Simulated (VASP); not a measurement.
# TiMoSe4 (P-3m1) in VASP: notebook

The runs below take TiMoSe4 through single point, with PBE.

Program: VASP 6.6.1. These are calculated values, not measurements. Logs are shortened: lines on timing, memory, paths and dates and some standing lists are left out, and cuts for length are marked.

### Step 1. The cell of the first run

Symmetry: P-3m1, No. 164, trigonal system. The conventional cell has a = 3.443 Å, b = 3.443 Å, c = 13.631 Å, α = 90.00°, β = 90.00°, γ = 120.00°. Within 3.4 Å of Ti (site symmetry -3m) lie 6 Se at 2.55 Å. Within 3.4 Å of Mo (site symmetry -3m) lie 6 Se at 2.57 Å. Within 3.4 Å of Se (site symmetry 3m) lie 3 Mo at 2.57 Å. Within 3.4 Å of Se (site symmetry 3m) lie 3 Ti at 2.55 Å.

### Step 2. Single point, PBE, collinear spin, ferromagnetic start

Input file INCAR:

```
PREC = Accurate
ENCUT = 520
EDIFF = 1E-6
ISMEAR = 0
SIGMA = 0.15
LREAL = False
LASPH = True
NELM = 150
ALGO = Normal
ISIF = 2
LWAVE = False
LCHARG = False
ISPIN = 2
MAGMOM = 1 1 0 0 0 0
LORBIT = 11
LMAXMIX = 4
GGA = PE
NBANDS = 38
```

Input file KPOINTS:

```
regular mesh
0
Gamma
  3 3 1
```

Input file POSCAR:

```
TiMoSe4
1.0
    3.4431601962      0.0000000000      0.0000000000
   -1.7215800981      2.9818641992      0.0000000000
    0.0000000000      0.0000000000     13.6311921114
Ti Mo Se
1 1 4
Direct
    0.0000000000      0.0000000000      0.0000000000
    0.0000000000      0.0000000000      0.5000000000
    0.6666666667      0.3333333333      0.6189511845
    0.6666666667      0.3333333333      0.1176594169
    0.3333333333      0.6666666667      0.8823405831
    0.3333333333      0.6666666667      0.3810488155
```

Potentials or basis: VASP PAW PBE potentials, release 64 (Ti_sv, Mo_sv, Se).

Started as:

```console
cat potpaw_PBE.64/Ti_sv/POTCAR potpaw_PBE.64/Mo_sv/POTCAR potpaw_PBE.64/Se/POTCAR > POTCAR
mpirun -np 1 vasp_std > vasp.out
```

OUTCAR:

```text
PREC = Accurate
   ENCUT = 520
   EDIFF = 1E-6
   ISMEAR = 0
   LREAL = False
   LASPH = True
   NELM = 150
   ISIF = 2
   ISPIN = 2
   LORBIT = 11
   GGA = PE

 ion  position               nearest neighbor table
   1  0.000  0.000  0.000-   4 2.55   5 2.55   5 2.55   4 2.55   4 2.55   5 2.55
   2  0.000  0.000  0.500-   3 2.57   6 2.57   6 2.57   3 2.57   3 2.57   6 2.57
   3  0.667  0.333  0.619-   2 2.57   2 2.57   2 2.57
   4  0.667  0.333  0.118-   1 2.55   1 2.55   1 2.55
   5  0.333  0.667  0.882-   1 2.55   1 2.55   1 2.55
   6  0.333  0.667  0.381-   2 2.57   2 2.57   2 2.57

  LATTYP: Found a hexagonal cell.
 ALAT       =     3.4431601962
 C/A-ratio  =     3.9589189392

  Lattice vectors:

 A1 = (   3.4431601962,   0.0000000000,   0.0000000000)
 A2 = (  -1.7215800981,   2.9818641992,   0.0000000000)
 A3 = (   0.0000000000,   0.0000000000,  13.6311921114)

Analysis of symmetry for initial positions (statically):
=====================================================================
 Subroutine PRICEL returns:
 Original cell was already a primitive cell.

 Routine SETGRP: Setting up the symmetry group for a
 hexagonal supercell.

 Subroutine GETGRP returns: Found 12 space group operations
 (whereof 12 operations were pure point group operations)
 out of a pool of 24 trial point group operations.

The static configuration has the point symmetry D_3d.

Analysis of symmetry for dynamics (positions and initial velocities):
=====================================================================
 Subroutine PRICEL returns:
 Original cell was already a primitive cell.

 Routine SETGRP: Setting up the symmetry group for a
 hexagonal supercell.

 Subroutine GETGRP returns: Found 12 space group operations
 (whereof 12 operations were pure point group operations)
 out of a pool of 24 trial point group operations.

The dynamic configuration has the point symmetry D_3d.

Analysis of structural, dynamic, and magnetic symmetry:
=====================================================================
 Subroutine PRICEL returns:
 Original cell was already a primitive cell.

 Routine SETGRP: Setting up the symmetry group for a
 hexagonal supercell.

 Subroutine GETGRP returns: Found 12 space group operations
 (whereof 12 operations were pure point group operations)
 out of a pool of 24 trial point group operations.

The overall configuration has the point symmetry D_3d.

 Subroutine INISYM returns: Found 12 space group operations
 (whereof 12 operations are pure point group operations),
 and found     1 'primitive' translations

----------------------------------------------------------------------------------------

                                     Primitive cell

  volume of cell :     139.9519

  direct lattice vectors                    reciprocal lattice vectors
     3.443160196  0.000000000  0.000000000     0.290430867  0.167680339  0.000000000
    -1.721580098  2.981864199  0.000000000     0.000000000  0.335360678  0.000000000
     0.000000000  0.000000000 13.631192111     0.000000000  0.000000000  0.073361155

  length of vectors
     3.443160196  3.443160196 13.631192111     0.335360678  0.335360678  0.073361155

  position of ions in fractional coordinates (direct lattice)
     0.000000000  0.000000000  0.000000000
     0.000000000  0.000000000  0.500000000
     0.666666667  0.333333333  0.618951184
     0.666666667  0.333333333  0.117659417
     0.333333333  0.666666667  0.882340583
     0.333333333  0.666666667  0.381048816

  ion indices of the primitive-cell ions
   primitive index   ion index
                 1           1
                 2           2
                 3           3
                 4           4
                 5           5
                 6           6

----------------------------------------------------------------------------------------

 KPOINTS: regular mesh

Automatic generation of k-mesh.
 Grid dimensions read from file:
 generate k-points for:    3    3    1

 Generating k-lattice:

  Cartesian coordinates                     Fractional coordinates (reciprocal lattice)
     0.096810289  0.055893446  0.000000000     0.333333333  0.000000000  0.000000000
     0.000000000  0.111786893  0.000000000     0.000000000  0.333333333  0.000000000
     0.000000000  0.000000000  0.073361155     0.000000000  0.000000000  1.000000000

  Length of vectors
     0.111786893  0.111786893  0.073361155

  Shift w.r.t. Gamma in fractional coordinates (k-lattice)
     0.000000000  0.000000000  0.000000000

 Subroutine IBZKPT returns following result:
 ===========================================

 Found      3 irreducible k-points:

 Following reciprocal coordinates:
            Coordinates               Weight
  0.000000  0.000000  0.000000      1.000000
  0.333333 -0.000000  0.000000      6.000000
  0.333333  0.333333  0.000000      2.000000
   k-points           NKPTS =      3   k-points in BZ     NKDIM =      3   number of bands    NBANDS=     38
   number of dos      NEDOS =    301   number of ions     NIONS =      6
   total plane-waves  NPLWV =  84672
   dimension x,y,z NGX =    28 NGY =   28 NGZ =  108
   dimension x,y,z NGXF=    56 NGYF=   56 NGZF=  216
   ions per type =               1   1   4
   NGX,Y,Z   is equivalent  to a cutoff of  13.52, 13.52, 13.17 a.u.
   NGXF,Y,Z  is equivalent  to a cutoff of  27.04, 27.04, 26.34 a.u.
 SYSTEM =  unknown system
   PREC   = accura    normal or accurate (medium, high low for compatibility)
   ISTART =      0    job   : 0-new  1-cont  2-samecut
   ICHARG =      2    charge: 1-file 2-atom 10-const
   ISPIN  =      2    spin polarized calculation?
   LNONCOLLINEAR =      F non collinear calculations
   LSORBIT =      F    spin-orbit coupling
   LASPH  =      T    aspherical Exc in radial PAW
   ENCUT  =  520.0 eV  38.22 Ry    6.18 a.u.   6.40  6.40 25.34*2*pi/ulx,y,z
   NELM   =    150;   NELMIN=  2; NELMDL= -5     # of ELM steps
   EDIFF  = 0.1E-05   stopping-criterion for ELM
   LREAL  =      F    real-space projection
   EDIFFG = 0.1E-04   stopping-criterion for IOM
   NSW    =      0    number of steps for IOM
   IBRION =     -1    ionic relax: 0-MD 1-quasi-New 2-CG
   NFREE  =      0    steps in history (QN), initial steepest desc. (CG)
   ISIF   =      2    stress and relaxation
   ISYM   =      2    0-nonsym 1-usesym 2-fastsym
   POTIM  = 0.5000    time-step for ionic-motion
   TEBEG  =    0.0;   TEEND  =   0.0 temperature during run
   PSTRESS=    0.0 pullay stress
   NELECT =      50.0000    total number of electrons
   NUPDOWN=      -1.0000    fix difference up-down
   EMIN   =  10.00;   EMAX   =-10.00  energy-range for DOS
   EFERMI =   0.00;   METHOD = LEGACY
   ISMEAR =     0;   SIGMA  =   0.15  broadening in eV -4-tet -1-fermi 0-gaus
   EFERMI_NEDOS =   21; number of points for ismear=-14 and -15
   IALGO  =     38    algorithm
   IMIX   =      4    mixing-type and parameters
     AMIX     =   0.40;   BMIX     =  1.00
     AMIX_MAG =   1.60;   BMIX_MAG =  1.00
  volume/ion in A,a.u.               =      23.33       157.41
  Fermi-wavevector in a.u.,A,eV,Ry     =   1.161641  2.195183 18.359829  1.349409
  Thomas-Fermi vector in A             =   2.298211
   LORBIT       =     11    0 simple, 1 ext, 2 COOP (PROOUT), +10 PAW based schemes
   GGA     = PE    functional components
   LHFCALC =     F    Hartree Fock is set to
   AEXX    =    0.0000 exact exchange contribution
   IVDW    =     0    specifies the selected vdW correction
   LEPSILON=     F    determine dielectric tensor
   LRPA    =     F    only Hartree local field effects (RPA)
 spin polarized calculation
 Gauss-broadening in eV      SIGMA  =   0.15
  energy-cutoff  :      520.00
  volume of cell :      139.95
 maximum number of plane-waves:      3769
 NGX is ok and might be reduce to    28
   NGX = 13   NGY = 13   NGZ = 51

 number of electron      50.0000004 magnetization       0.5148420

 Free energy of the ion-electron system (eV)
  ---------------------------------------------------
  ext. energy  EPLUGINS =         0.00000000
  ---------------------------------------------------
  free energy    TOTEN  =       -37.22791257 eV

  energy without entropy =      -37.18542714  energy(sigma->0) =      -37.20666986

 E-fermi :   4.7050     XC(G=0):  -9.6635

 val. band max:        4.6286869839   @ k =   0.3333  -0.0000   0.0000
 cond. band min:       4.8524286538   @ k =   0.3333   0.3333   0.0000
 fundamental gap:      0.2237416699
 Fermi energy:         4.7050335457

 spin component 1

 k-point     1 :       0.0000    0.0000    0.0000
  band No.  band energies     occupation
      1     -57.1778      1.00000
      2     -52.7604      1.00000
      3     -31.2360      1.00000
      4     -31.2360      1.00000
      5     -31.1793      1.00000
      6     -29.0486      1.00000
[... 109 lines left out ...]
     36      11.4417      0.00000
     37      11.4417      0.00000
 Fermi energy:         4.7050335457

 spin component 2

 k-point     1 :       0.0000    0.0000    0.0000
  band No.  band energies     occupation
      1     -57.1672      1.00000
      2     -52.3686      1.00000
      3     -31.2260      1.00000
      4     -31.2260      1.00000
      5     -31.1647      1.00000
      6     -28.6215      1.00000
[... 109 lines left out ...]
     36      11.5211      0.00000
     37      11.5211      0.00000
 [bands above 37 left out]

------------------------ aborting loop because EDIFF is reached ----------------------------------------

  FORCE on cell =-STRESS in cart. coord.  units (eV):
  Direction    XX          YY          ZZ          XY          YZ          ZX
  --------------------------------------------------------------------------------------
  -------------------------------------------------------------------------------------
  Total        0.0818351      0.0818351      0.5388279     -0.0000000      0.0000000      0.0000000
  in kB        0.9368525      0.9368525      6.1685311     -0.0000000      0.0000000      0.0000000
  external PRESSURE =       2.6807454 kB  Pullay stress =       0.0000000 kB

 VOLUME and BASIS-vectors are now :
 -----------------------------------------------------------------------------
  energy-cutoff  :      520.00
  volume of cell :      139.95
      direct lattice vectors                 reciprocal lattice vectors
     3.443160196  0.000000000  0.000000000     0.290430867  0.167680339  0.000000000
    -1.721580098  2.981864199  0.000000000     0.000000000  0.335360678  0.000000000
     0.000000000  0.000000000 13.631192111     0.000000000  0.000000000  0.073361155

 POSITION                                       TOTAL-FORCE (eV/Angst)
 -----------------------------------------------------------------------------------
      0.00000      0.00000      0.00000         0.000000      0.000000      0.000000
      0.00000      0.00000      6.81560         0.000000      0.000000      0.000000
      1.72158      0.99395      8.43704         0.000000      0.000000      0.036526
      1.72158      0.99395      1.60384        -0.000000      0.000000      0.007293
     -0.00000      1.98791     12.02735        -0.000000     -0.000000     -0.007293
     -0.00000      1.98791      5.19415         0.000000      0.000000     -0.036526
 -----------------------------------------------------------------------------------
    total drift:                               -0.000000      0.000000      0.000000

  FREE ENERGIE OF THE ION-ELECTRON SYSTEM (eV)
  ---------------------------------------------------
  free  energy   TOTEN  =       -37.2279125746 eV

  energy  without entropy=      -37.1854271404  energy(sigma->0) =      -37.20666986

 total charge

# of ion       s       p       d       tot
------------------------------------------
    1        2.174   6.160   1.877  10.210
    2        2.274   6.163   3.837  12.274
    3        1.479   2.303   0.057   3.839
    4        1.472   2.359   0.034   3.865
    5        1.472   2.359   0.034   3.865
    6        1.479   2.303   0.057   3.839
--------------------------------------------------
tot         10.349  21.647   5.896  37.892

 magnetization (x)

# of ion       s       p       d       tot
------------------------------------------
    1        0.007   0.004   0.390   0.402
    2        0.000   0.000   0.015   0.016
    3        0.000  -0.001   0.000  -0.001
    4       -0.000  -0.021   0.006  -0.016
    5       -0.000  -0.021   0.006  -0.016
    6        0.000  -0.001   0.000  -0.001
--------------------------------------------------
tot          0.007  -0.040   0.417   0.384
```

It took 48 s on 1 thread of AMD EPYC 9R45 (Zen 5), shared host; peak memory 0.31 GiB.

Results:

```yaml
Free_energy: -37.2279 eV
Pressure: 0.3 GPa
Largest_force: 0.037 eV/Å
Net_moment: 0.51 μB per cell
Site_moments: Ti +0.40; Mo +0.02; Se -0.00, -0.02 μB
Valence_electrons_inside_the_program's_atomic_spheres: Ti 10.21; Mo 12.27; Se 3.84, 3.87
```

Forces on the atoms (eV/Å):
```
Ti   0.000  0.000  0.000
Mo   0.000  0.000  0.000
Se   0.000  0.000  0.037
Se   0.000  0.000  0.007
Se   0.000  0.000 -0.007
Se   0.000  0.000 -0.037
```

Stress tensor (GPa, compression positive):
```
0.09 0.00 0.00
0.00 0.09 0.00
0.00 0.00 0.62
```

Caveat: the k points lie up to 0.70 Å⁻¹ apart; this functional lacks dispersion, which binds the layers, so the pressure and a relaxed spacing across them are unreliable.

(Continued in part 2 of 2.)
